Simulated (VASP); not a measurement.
Runs of VASP 6.6.1 on Ir. The structure is that of space group Fm-3m (No. 225), or close to it. The cells are those of the table. 

```csv
task,level,potentials or basis,cell,gap on the mesh (eV),pressure (GPa)
single point,PBE,"VASP PAW PBE potentials, release 64 (Ir)","a = 2.688 Å, angles 61.3°, 1 atom",none,10.1
electric field gradients,PBE,"VASP PAW PBE potentials, release 64 (Ir)","a = 2.756, b = 2.756, c = 2.796 Å, angles 59.5, 59.5, 61.0°, 1 atom",none,-10.6
single point,PBE,"VASP PAW PBE potentials, release 64 (Ir)","a = 2.675 Å, angles 62.0°, 1 atom",none,10.9
single point,PBE,"VASP PAW PBE potentials, release 64 (Ir)","a = 2.701 Å, angles 60.7°, 1 atom",none,(a)
electric field gradients,PBE,"VASP PAW PBE potentials, release 64 (Ir)","a = 2.728, b = 2.728, c = 2.742 Å, angles 59.8, 59.8, 60.3°, 1 atom",none,2.0
electric field gradients,PBEsol,"VASP PAW PBE potentials, release 64 (Ir)","a = 2.715 Å, angles 60.0°, 1 atom",none,-1.9
single point,LDA,"VASP PAW LDA potentials, release 64 (Ir)","a = 2.715 Å, angles 60.0°, 1 atom",none,-6.3
electric field gradients,PBE,"VASP PAW PBE potentials, release 64 (Ir)","a = 2.688, b = 2.688, c = 2.661 Å, angles 60.3, 60.3, 59.3°, 1 atom",none,27.4
single point,PBE,"VASP PAW PBE potentials, release 64 (Ir)","a = 2.688, b = 2.688, c = 2.661 Å, angles 60.3, 60.3, 59.3°, 1 atom",none,27.4
single point,PBE,"VASP PAW PBE potentials, release 64 (Ir)","a = 2.728, b = 2.728, c = 2.742 Å, angles 59.8, 59.8, 60.3°, 1 atom",none,2.0
single point,PBE,"VASP PAW PBE potentials, release 64 (Ir)","a = 2.756, b = 2.756, c = 2.796 Å, angles 59.5, 59.5, 61.0°, 1 atom",none,-10.6
single point,PBE,"VASP PAW PBE potentials, release 64 (Ir)","a = 2.756 Å, angles 58.0°, 1 atom",none,10.9
```

Alike in all rows: no spin polarisation; k mesh 15 × 15 × 15; cutoff (eV) 520; smearing fermi-dirac 0.05 eV.

Question: Estimate the missing entries.

Answer: (a) 9.7.

Caveats: spin-orbit coupling is left out, which moves the levels of the heavy elements; the cell stands under pressure (at least some runs); the cell stands under tension (at least some runs); the PAW data sets were made with another functional, which shifts forces and pressure a little (at least some runs).

A k mesh can miss the band edges, and the runs leave out spin-orbit coupling on Ir.

A gap of «none» marks levels without a gap at the run's occupations.
